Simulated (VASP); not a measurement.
# Pd: single point with PBE

Pd:

```
Pd
1.0
    -3.91681   -0.02151    0.00687
    -0.00687    0.03148    3.98619
     1.97648    4.01396    2.02114
Pd
4
Direct
  0.00176 0.01353 0.01579
  0.53913 0.45006 0.06291
  0.71352 0.77331 0.48895
  0.25568 0.25813 0.52617
```

```yaml
Program: VASP 6.6.1
Task: single point
Functional: PBE
Potentials_or_basis: VASP PAW PBE potentials, release 64 (Pd)
Cutoff: 520 eV
k_mesh: 5 × 5 × 5, shifted
Occupations: fermi-dirac, width 0.1 eV
Spin: no spin polarisation
```

```
Pressure               : 1.9 GPa
Largest force          : 2.343 eV/Å
Band gap on the k mesh : zero (band 20 reaches 9.14 eV, above the bottom of band 21 at 8.87 eV)
```

Forces in eV/Å, atoms in the order of the input:
```
Pd   0.089 -0.450 -0.603
Pd   0.438 -1.727  1.522
Pd  -0.632  1.723 -0.712
Pd   0.106  0.454 -0.206
```

Stress tensor (GPa, compression positive):
```
 2.11 -1.63  0.15
-1.63  1.55 -2.74
 0.15 -2.74  1.98
```

Levels at points of the mesh, in eV from the Fermi level:
```tsv
k point	band 18	band 19	band 20	band 21	band 22	band 23
(0.00, 0.50, 0.50)	-0.99	-0.53	-0.09	0.13	0.25	4.60
```

Wall time 2.6 min on 1 thread of Intel Xeon 8259CL, on a shared host, peak memory 0.23 GiB.

Caveat: forces of over 1 eV/Å act on the atoms, so gaps and moduli don't describe the material at rest.
